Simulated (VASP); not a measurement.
# CuI (F-43m) in VASP: single point with PBE

Aim: the single point of CuI with PBE.

All numbers are computed with VASP 6.6.1; they aren't measurements. Logs are shortened: lines on timing, memory, paths and dates and some standing lists are left out, and cuts for length are marked.

## 1. The cell of the first run

The structure is cubic, space group F-43m (No. 216). Conventional cell: a = 5.996 Å, b = 5.996 Å, c = 5.996 Å, α = 90.00°, β = 90.00°, γ = 90.00°. Within 3.4 Å of Cu (site symmetry -43m) lie 4 I at 2.60 Å. Within 3.4 Å of I (site symmetry -43m) lie 4 Cu at 2.60 Å.

## 2. Single point, PBE

Input file INCAR:

```
SYSTEM = CuI
ALGO = Normal
EDIFF = 1E-6
ENCUT = 520
GGA = PE
ISIF = 2
ISMEAR = 0
LASPH = .TRUE.
LCHARG = .FALSE.
LREAL = .FALSE.
LWAVE = .FALSE.
NBANDS = 16
NELM = 100
PREC = Accurate
SIGMA = 0.0429
```

Input file KPOINTS:

```
k-points
0
G
  7 7 7
  0 0 0
```

Input file POSCAR:

```
CuI
1.0
    0.0000000000      2.9981682500      2.9981682500
    2.9981682500      0.0000000000      2.9981682500
    2.9981682500      2.9981682500      0.0000000000
Cu I
1 1
Direct
    0.0000000000      0.0000000000      0.0000000000
    0.2500000000      0.2500000000      0.2500000000
```

Potentials or basis: VASP PAW PBE potentials, release 64 (Cu, I).

Started as:

```bash
> cat potpaw_PBE.64/Cu/POTCAR potpaw_PBE.64/I/POTCAR > POTCAR
> mpirun -np 1 vasp_std > vasp.out
```

OUTCAR:

```text
SYSTEM = CuI
   EDIFF = 1E-6
   ENCUT = 520
   GGA = PE
   ISIF = 2
   ISMEAR = 0
   LASPH = .TRUE.
   LREAL = .FALSE.
   NELM = 100
   PREC = Accurate

 ion  position               nearest neighbor table
   1  0.000  0.000  0.000-   2 2.60   2 2.60   2 2.60   2 2.60
   2  0.250  0.250  0.250-   1 2.60   1 2.60   1 2.60   1 2.60

  LATTYP: Found a face centered cubic cell.
 ALAT       =     5.9963365000

  Lattice vectors:

 A1 = (   0.0000000000,   2.9981682500,   2.9981682500)
 A2 = (   2.9981682500,   0.0000000000,   2.9981682500)
 A3 = (   2.9981682500,   2.9981682500,   0.0000000000)

Analysis of symmetry for initial positions (statically):
=====================================================================
 Subroutine PRICEL returns:
 Original cell was already a primitive cell.

 Routine SETGRP: Setting up the symmetry group for a
 face centered cubic supercell.

 Subroutine GETGRP returns: Found 24 space group operations
 (whereof 24 operations were pure point group operations)
 out of a pool of 48 trial point group operations.

The static configuration has the point symmetry T_d .

Analysis of symmetry for dynamics (positions and initial velocities):
=====================================================================
 Subroutine PRICEL returns:
 Original cell was already a primitive cell.

 Routine SETGRP: Setting up the symmetry group for a
 face centered cubic supercell.

 Subroutine GETGRP returns: Found 24 space group operations
 (whereof 24 operations were pure point group operations)
 out of a pool of 48 trial point group operations.

The dynamic configuration has the point symmetry T_d .

 Subroutine INISYM returns: Found 24 space group operations
 (whereof 24 operations are pure point group operations),
 and found     1 'primitive' translations

----------------------------------------------------------------------------------------

                                     Primitive cell

  volume of cell :      53.9011

  direct lattice vectors                    reciprocal lattice vectors
     0.000000000  2.998168250  2.998168250    -0.166768493  0.166768493  0.166768493
     2.998168250  0.000000000  2.998168250     0.166768493 -0.166768493  0.166768493
     2.998168250  2.998168250  0.000000000     0.166768493  0.166768493 -0.166768493

  length of vectors
     4.240050201  4.240050201  4.240050201     0.288851503  0.288851503  0.288851503

[... 74 lines left out ...]
   NELM   =    100;   NELMIN=  2; NELMDL= -5     # of ELM steps
   EDIFF  = 0.1E-05   stopping-criterion for ELM
   LREAL  =      F    real-space projection
   EDIFFG = 0.1E-04   stopping-criterion for IOM
   NSW    =      0    number of steps for IOM
   IBRION =     -1    ionic relax: 0-MD 1-quasi-New 2-CG
   NFREE  =      0    steps in history (QN), initial steepest desc. (CG)
   ISIF   =      2    stress and relaxation
   ISYM   =      2    0-nonsym 1-usesym 2-fastsym
   POTIM  = 0.5000    time-step for ionic-motion
   TEBEG  =    0.0;   TEEND  =   0.0 temperature during run
   PSTRESS=    0.0 pullay stress
   NELECT =      18.0000    total number of electrons
   NUPDOWN=      -1.0000    fix difference up-down
   EMIN   =  10.00;   EMAX   =-10.00  energy-range for DOS
   EFERMI =   0.00;   METHOD = LEGACY
   ISMEAR =     0;   SIGMA  =   0.04  broadening in eV -4-tet -1-fermi 0-gaus
   EFERMI_NEDOS =   21; number of points for ismear=-14 and -15
   IALGO  =     38    algorithm
   IMIX   =      4    mixing-type and parameters
     AMIX     =   0.40;   BMIX     =  1.00
     AMIX_MAG =   1.60;   BMIX_MAG =  1.00
  volume/ion in A,a.u.               =      26.95       181.87
  Fermi-wavevector in a.u.,A,eV,Ry     =   1.135794  2.146340 17.551904  1.290029
  Thomas-Fermi vector in A             =   2.272499
   LORBIT       =      0    0 simple, 1 ext, 2 COOP (PROOUT), +10 PAW based schemes
   GGA     = PE    functional components
   LHFCALC =     F    Hartree Fock is set to
   AEXX    =    0.0000 exact exchange contribution
   IVDW    =     0    specifies the selected vdW correction
   LEPSILON=     F    determine dielectric tensor
   LRPA    =     F    only Hartree local field effects (RPA)
 non-spin polarized calculation
 Gauss-broadening in eV      SIGMA  =   0.04
  energy-cutoff  :      520.00
  volume of cell :       53.90
 maximum number of plane-waves:      1464
   NGX = 15   NGY = 15   NGZ = 15

 number of electron      18.0000011 magnetization

 Free energy of the ion-electron system (eV)
  ---------------------------------------------------
  ext. energy  EPLUGINS =         0.00000000
  ---------------------------------------------------
  free energy    TOTEN  =        -5.54900568 eV

  energy without entropy =       -5.54900568  energy(sigma->0) =       -5.54900568

 E-fermi :   4.9708     XC(G=0):  -9.0915

 val. band max:        4.7950105810   @ k =   0.0000   0.0000   0.0000
 cond. band min:       6.0286382216   @ k =   0.0000   0.0000   0.0000
 fundamental gap:      1.2336276407
 Fermi energy:         4.9707814533

 k-point     1 :       0.0000    0.0000    0.0000
  band No.  band energies     occupation
      1      -9.3927      2.00000
      2       1.0042      2.00000
      3       1.0042      2.00000
      4       1.0042      2.00000
      5       2.8040      2.00000
      6       2.8040      2.00000
[... 357 lines left out ...]
      3       0.1012      2.00000
      4       0.8881      2.00000
      5       2.6897      2.00000
      6       2.7993      2.00000
[... 8 lines left out ...]
     15      15.5238      0.00000
     16      17.7188      0.00000

------------------------ aborting loop because EDIFF is reached ----------------------------------------

  FORCE on cell =-STRESS in cart. coord.  units (eV):
  Direction    XX          YY          ZZ          XY          YZ          ZX
  --------------------------------------------------------------------------------------
  -------------------------------------------------------------------------------------
  Total        0.5978696      0.5978696      0.5978696      0.0000000     -0.0000000      0.0000000
  in kB       17.7712936     17.7712936     17.7712936      0.0000000     -0.0000000      0.0000000
  external PRESSURE =      17.7712936 kB  Pullay stress =       0.0000000 kB

 VOLUME and BASIS-vectors are now :
 -----------------------------------------------------------------------------
  energy-cutoff  :      520.00
  volume of cell :       53.90
      direct lattice vectors                 reciprocal lattice vectors
     0.000000000  2.998168250  2.998168250    -0.166768493  0.166768493  0.166768493
     2.998168250  0.000000000  2.998168250     0.166768493 -0.166768493  0.166768493
     2.998168250  2.998168250  0.000000000     0.166768493  0.166768493 -0.166768493

 POSITION                                       TOTAL-FORCE (eV/Angst)
 -----------------------------------------------------------------------------------
      0.00000      0.00000      0.00000         0.000000     -0.000000     -0.000000
      1.49908      1.49908      1.49908        -0.000000      0.000000      0.000000
 -----------------------------------------------------------------------------------
    total drift:                               -0.000001     -0.000001     -0.000001

  FREE ENERGIE OF THE ION-ELECTRON SYSTEM (eV)
  ---------------------------------------------------
  free  energy   TOTEN  =        -5.5490056764 eV

  energy  without entropy=       -5.5490056764  energy(sigma->0) =       -5.54900568
```

OSZICAR:

```text
N       E                     dE             d eps       ncg     rms          rms(c)
DAV:   1     0.103173198220E+03    0.10317E+03   -0.77980E+03   640   0.119E+03
DAV:   2     0.934786923428E+00   -0.10224E+03   -0.92709E+02   680   0.234E+02
DAV:   3    -0.558625025445E+01   -0.65210E+01   -0.64517E+01   840   0.660E+01
DAV:   4    -0.578332932389E+01   -0.19708E+00   -0.19702E+00   856   0.100E+01
DAV:   5    -0.578663070696E+01   -0.33014E-02   -0.33014E-02   952   0.128E+00    0.552E+00
DAV:   6    -0.570680055503E+01    0.79830E-01   -0.28497E+00   672   0.462E+01    0.356E+00
DAV:   7    -0.555008865028E+01    0.15671E+00   -0.68503E-01   672   0.277E+01    0.178E+00
DAV:   8    -0.555131617594E+01   -0.12275E-02   -0.37438E-02  1000   0.269E+00    0.461E-01
DAV:   9    -0.554882394153E+01    0.24922E-02   -0.90974E-03   816   0.285E+00    0.144E-01
DAV:  10    -0.554900096616E+01   -0.17702E-03   -0.61471E-04   800   0.160E-01    0.420E-02
DAV:  11    -0.554900721309E+01   -0.62469E-05   -0.18858E-04   808   0.403E-01    0.341E-02
DAV:  12    -0.554900683225E+01    0.38084E-06   -0.15635E-05  1032   0.540E-02    0.263E-02
DAV:  13    -0.554900485901E+01    0.19732E-05   -0.53328E-06   856   0.720E-02    0.634E-03
DAV:  14    -0.554900567640E+01   -0.81738E-06   -0.36494E-06   984   0.384E-02
   1 F= -.55490057E+01 E0= -.55490057E+01  d E =-.108409E-10
```

stdout:

```text
POSCAR found type information on POSCAR CuI
 POSCAR found :  2 types and       2 ions
 scaLAPACK will be used
 LDA part: xc-table for (Slater+PW92), standard interpolation
 POSCAR, INCAR and KPOINTS ok, starting setup
 FFT: planning ... GRIDC
 FFT: planning ... GRID_SOFT
 FFT: planning ... GRID
 WAVECAR not read
 entering main loop
```

It took 14 s on 1 thread of Intel Xeon Platinum 8259CL at 2.50GHz (Skylake/Cascade Lake), shared host; peak memory 0.18 GiB.

What came out:

```
Free energy            : -5.5490 eV
Pressure               : 1.8 GPa
Band gap on the k mesh : 1.23 eV, direct
```

Caveat: spin-orbit coupling is left out, which moves the levels of the heavy elements. Expect the measured gap to be larger: semilocal functionals such as PBE lack the derivative discontinuity.
